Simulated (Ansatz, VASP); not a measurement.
**One calculation of MgCd2S3, two programs**

The input INCAR:

```
SYSTEM = MgCd2S3
PREC = Accurate
ENCUT = 600
EDIFF = 1E-7
ISMEAR = 0
SIGMA = 0.1
LREAL = .False.
LASPH = .True.
NELM = 80
ALGO = Normal
ISIF = 3
LWAVE = .False.
LCHARG = .False.
GGA = PE
IBRION = 2
NSW = 90
EDIFFG = -0.04
```

The input KPOINTS:

```
regular mesh
0
Gamma
  6 6 1
  0 0 0
```

POSCAR

```
MgCd2S3
1.0
    4.0011619100      0.0000000000      0.0000000000
   -2.0005809600      3.4651078600      0.0000000000
    0.0000000000      0.0000000000     19.5926150900
Mg Cd S
2 4 6
Direct
    0.6666666700      0.3333333300      0.5000000000
    0.6666666700      0.3333333300      0.8333333300
    0.3333333300      0.6666666700      0.0000000000
    0.3333333300      0.6666666700      0.3333333300
    0.3333333300      0.6666666700      0.6666666700
    0.6666666700      0.3333333300      0.1666666700
    0.3333333300      0.6666666700      0.1283333300
    0.3333333300      0.6666666700      0.4616666600
    0.3333333300      0.6666666700      0.7950000000
    0.6666666700      0.3333333300      0.2950000000
    0.6666666700      0.3333333300      0.6283333300
    0.6666666700      0.3333333300      0.9616666600
```

Input for Ansatz:

```yaml
crystal:
  lattice:
    - [4.00116191, 0.0, 0.0]
    - [-2.00058096, 3.46510786, 0.0]
    - [0.0, 0.0, 19.59261509]
  atoms:
    - { symbol: Mg, position: [0.66666667, 0.33333333, 0.5] }
    - { symbol: Mg, position: [0.66666667, 0.33333333, 0.83333333] }
    - { symbol: Cd, position: [0.33333333, 0.66666667, 0.0] }
    - { symbol: Cd, position: [0.33333333, 0.66666667, 0.33333333] }
    - { symbol: Cd, position: [0.33333333, 0.66666667, 0.66666667] }
    - { symbol: Cd, position: [0.66666667, 0.33333333, 0.16666667] }
    - { symbol: S, position: [0.33333333, 0.66666667, 0.12833333] }
    - { symbol: S, position: [0.33333333, 0.66666667, 0.46166666] }
    - { symbol: S, position: [0.33333333, 0.66666667, 0.795] }
    - { symbol: S, position: [0.66666667, 0.33333333, 0.295] }
    - { symbol: S, position: [0.66666667, 0.33333333, 0.62833333] }
    - { symbol: S, position: [0.66666667, 0.33333333, 0.96166666] }
basis:
  ecutwfc: 420
kpoints:
  mp_grid: { grid: [6, 6, 1] }
hamiltonian:
  xc: pbe
scf:
  occupations: { method: gaussian, width: 0.1 }
  lower_state_search: "off"
output:
  forces: true
  stress: true
  eigenvalues: true
relax:
  adjacent_minimum: "off"
  f_tol: 0.04
  max_steps: 70
  cell: { stress_tol: 0.4 }
```

Alike in both runs: task relaxation of cell and atoms; functional PBE; k mesh 6 × 6 × 1; occupations gaussian, width 0.1 eV; no spin polarisation.

|  | VASP | Ansatz |
| --- | --- | --- |
| version | VASP 6.6.1 | Ansatz 0.2.0 |
| potentials or method | VASP PAW PBE potentials, release 64 (Mg, Cd, S), cutoff 600 eV | scalar-relativistic, plane waves, PAW |
| valence electrons in the cell | 88 | 136 |

```csv
,VASP,Ansatz,Ansatz less VASP
"gap on the k mesh at the Fermi level, each at its own relaxed structure (eV)",1.52,1.53,+0.009
relaxed volume (Å³/atom),25.12,25.09,-0.037
relaxed cell length with the largest relative difference (Å),20.218,20.172,-0.0456
```

VASP's potentials hold 88 valence electrons a cell and Ansatz's 136, so a difference there can come from the potentials and not from the codes.
